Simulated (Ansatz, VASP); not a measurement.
# AlN in VASP and in Ansatz

Contents of INCAR:

```
  ALGO = Normal
  EDIFF = 1E-6
  ENCUT = 520
  GGA = PE
  ISIF = 2
  ISMEAR = 0
  LASPH = T
  LCHARG = F
  LREAL = F
  LWAVE = F
  NBANDS = 16
  NELM = 60
  PREC = Accurate
  SIGMA = 0.05
```

File KPOINTS:

```
k-points
0
Gamma
  12 12 6
```

The input POSCAR:

```
AlN
1.0
    3.1302395629      0.0000000000      0.0000000000
   -1.5651197815      2.7108669814      0.0000000000
    0.0000000000      0.0000000000      5.0179796548
Al N
2 2
Direct
    0.3245728802      0.6622864401      0.0001721063
    0.6579062135      0.3289531068      0.5001721063
    0.3333333333      0.6666666667      0.3832712825
    0.6666666667      0.3333333333      0.8832712825
```

Input for Ansatz:

```yaml
crystal:
  lattice:
    - [3.1302395629, 0.0, 0.0]
    - [-1.5651197815, 2.7108669814, 0.0]
    - [0.0, 0.0, 5.0179796548]
  atoms:
    - { symbol: Al, position: [0.3245728802, 0.6622864401, 0.0001721063] }
    - { symbol: Al, position: [0.6579062135, 0.3289531068, 0.5001721063] }
    - { symbol: "N", position: [0.3333333333, 0.6666666667, 0.3832712825] }
    - { symbol: "N", position: [0.6666666667, 0.3333333333, 0.8832712825] }
basis:
  ecutwfc: 420
kpoints:
  mp_grid: { grid: [12, 12, 6] }
hamiltonian:
  xc: pbe
scf:
  occupations: { method: gaussian, width: 0.05 }
output:
  forces: true
  stress: true
  eigenvalues: true
```

Change from the starting cell: all Al atoms moved +0.025 Å, as atom 1 towards its neighbour atom 4 (N) at 1.902 Å.

Alike in both runs: task single point; functional PBE; k mesh 12 × 12 × 6; occupations gaussian, width 0.05 eV; no spin polarisation.

```csv
,VASP,Ansatz
version,VASP 6.6.1,Ansatz 0.2.0
potentials or method,"VASP PAW PBE potentials, release 64 (Al, N), cutoff 520 eV","scalar-relativistic, plane waves, PAW"
valence electrons in the cell,16,16
```

VASP gave:

* gap on the k mesh at the Fermi level (eV): 4.01
* least direct gap on the mesh (eV): 4.01
* pressure (GPa): -0.2
* traceless stress, the component that is largest in VASP (GPa): 0.75
* rms of the force components (eV/Å): 0.208

Problem. What did Ansatz give for the same quantities?

Solution. gap on the k mesh at the Fermi level (eV): 4.00; least direct gap on the mesh (eV): 4.00; pressure (GPa): 0.1; traceless stress, the component that is largest in VASP (GPa): 0.75; rms of the force components (eV/Å): 0.207.

Atom by atom the forces differ by 0.001 eV/Å (rms over components).
